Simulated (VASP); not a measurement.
Set up this calculation in VASP 6.6.1, as the native input.

| Property | Result |
| --- | --- |
| Task | relaxation of cell and atoms |
| Functional | r2SCAN |
| Potentials or basis | VASP PAW PBE potentials, release 64 (As) |
| Cutoff | 550 eV |
| k mesh | 16 × 16 × 16 |
| Occupations | gaussian, width 0.1 eV |
| Spin | no spin polarisation |
| Dipole correction | no |
| Further INCAR settings | ALGO = Normal; EDIFF = 1e-07; IBRION = 2; EDIFFG = -0.01; NSW = 100; ISIF = 3 |

As:

```
CELL_PARAMETERS angstrom
0.00000 2.12563 2.12563
2.12563 0.00000 2.12563
2.12563 2.12563 0.00000
ATOMIC_POSITIONS crystal
As 0.00000 0.00000 0.00000
```

These files were run (other wordings do the same):

POSCAR

```
As
1.0
    0.0000000000      2.1256275842      2.1256275842
    2.1256275842      0.0000000000      2.1256275842
    2.1256275842      2.1256275842      0.0000000000
As
1
Direct
    0.0000000000      0.0000000000      0.0000000000
```

INCAR.step1

```
SYSTEM = As
  PREC = Accurate
  ENCUT = 550
  ISMEAR = 0
  SIGMA = 0.1
  LREAL = .False.
  LASPH = .True.
  NELM = 120
  GGA = PE
  ALGO = Normal
  EDIFF = 1E-5
  LWAVE = .True.
  LCHARG = .False.
  GGA_COMPAT = .False.
  IBRION = 2
  ISIF = 3
  EDIFFG = -0.005
  NELMIN = 4
  NSW = 100
```

INCAR.step2

```
SYSTEM = As
  PREC = Accurate
  ENCUT = 550
  EDIFF = 1E-7
  ISMEAR = 0
  SIGMA = 0.1
  LREAL = .False.
  LASPH = .True.
  NELM = 120
  ALGO = Normal
  ISIF = 3
  LWAVE = .False.
  LCHARG = .False.
  METAGGA = R2SCAN
  LMIXTAU = .True.
  IBRION = 2
  NSW = 100
  EDIFFG = -0.01
  ISTART = 1
  GGA_COMPAT = .False.
  NELMIN = 4
```

KPOINTS

```
regular mesh
0
Gamma
  16 16 16
  0 0 0
```

Potentials or basis: VASP PAW PBE potentials, release 64 (As).

Launch:

```sh
$ cat potpaw_PBE.64/As/POTCAR > POTCAR
$ cp INCAR.step1 INCAR
$ mpirun -np 1 vasp_std > vasp.out
$ cp INCAR.step2 INCAR
$ mpirun -np 1 vasp_std > vasp.out
```

Results of the run:

| Item | Value |
| --- | --- |
| Relaxed volume | 19.05 Å³/atom |
| Relaxed cell | a = 2.998 Å, b = 2.998 Å, c = 2.998 Å, α = 60.00°, β = 60.00°, γ = 60.00° |
| Space group after relaxing (to 0.05 Å) | Fm-3m (No. 225) |
| Energy gained by relaxing | 0.3 meV/atom |
| Ionic steps | 3 |
| Pressure after relaxing | 0.0 GPa |

Caveat: the PAW data sets were made with another functional, which shifts forces and pressure a little.

Wall time 78 s on 1 thread of Intel(R) Xeon(R) Platinum 8488C (Sapphire Rapids), with other jobs on the host, peak memory 0.16 GiB.
